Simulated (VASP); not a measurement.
## LiSi2C4: single point with PBE

The system is LiSi2C4.

```
Li Si C
1.0
     2.95818    0.00000    0.00000
     0.21905    3.54656    0.00000
     0.84785    1.43393    4.09854
Li Si C
1 2 4
Direct
  0.50000 0.00000 0.50000
  0.87163 0.98032 0.75437
  0.12837 0.01968 0.24563
  0.28051 0.28177 0.81850
  0.79353 0.52227 0.67176
  0.20647 0.47773 0.32824
  0.71949 0.71823 0.18150
```

| Quantity | Value |
| --- | --- |
| Program | VASP 6.6.1 |
| Task | single point |
| Functional | PBE |
| Potentials or basis | VASP PAW PBE potentials, release 64 (Li_sv, Si, C) |
| Cutoff | 520 eV |
| k mesh | 6 × 6 × 4 |
| Occupations | gaussian, width 0.1 eV |
| Spin | no spin polarisation |
| Dipole correction | no |
| Further INCAR settings | ALGO = Normal; EDIFF = 1e-06; NBANDS = 22 |

```
Largest force : 5.470 eV/Å
```

Forces in eV/Å, atoms in the order of the input:
```
Li   0.000  0.000  0.000
Si   1.532 -1.218  5.108
Si  -1.532  1.218 -5.108
C    2.075  0.824 -0.404
C    0.001 -2.331  1.121
C   -0.001  2.331 -1.121
C   -2.075 -0.824  0.404
```

Levels at points of the mesh, in eV from the Fermi level:
| k point | band 10 | band 11 | band 12 | band 13 | band 14 | band 15 | band 16 | band 17 |
| --- | --- | --- | --- | --- | --- | --- | --- | --- |
| (0.00, 0.00, 0.00) | -7.57 | -5.06 | -2.05 | -1.80 | 0.07 | 1.68 | 2.14 | 3.01 |
| (0.50, 0.00, 0.00) | -7.09 | -5.15 | -4.89 | -2.41 | -1.06 | 1.68 | 1.79 | 3.94 |
| (0.00, 0.50, 0.00) | -5.10 | -2.63 | -2.42 | -1.19 | 0.22 | 0.27 | 0.63 | 1.71 |
| (0.50, 0.50, 0.00) | -7.80 | -6.64 | -3.47 | -0.97 | 1.37 | 3.61 | 5.06 | 5.37 |
| (0.00, 0.00, 0.50) | -6.03 | -4.21 | -3.71 | -2.81 | -1.65 | 0.36 | 1.79 | 1.79 |
| (0.50, 0.00, 0.50) | -5.34 | -4.38 | -4.07 | -3.78 | -0.36 | -0.23 | 1.29 | 2.88 |
| (0.00, 0.50, 0.50) | -4.72 | -4.45 | -2.06 | -1.97 | -0.66 | 0.35 | 0.51 | 2.78 |
| (0.50, 0.50, 0.50) | -6.14 | -4.79 | -2.66 | -0.62 | 1.42 | 3.57 | 4.17 | 4.99 |

Wall time 88 s on 1 thread of Intel Xeon 8259CL, on a shared host, peak memory 0.2 GiB.

Caveat: the k points lie up to 0.38 Å⁻¹ apart; forces of over 1 eV/Å act on the atoms, so gaps and moduli don't describe the material at rest.
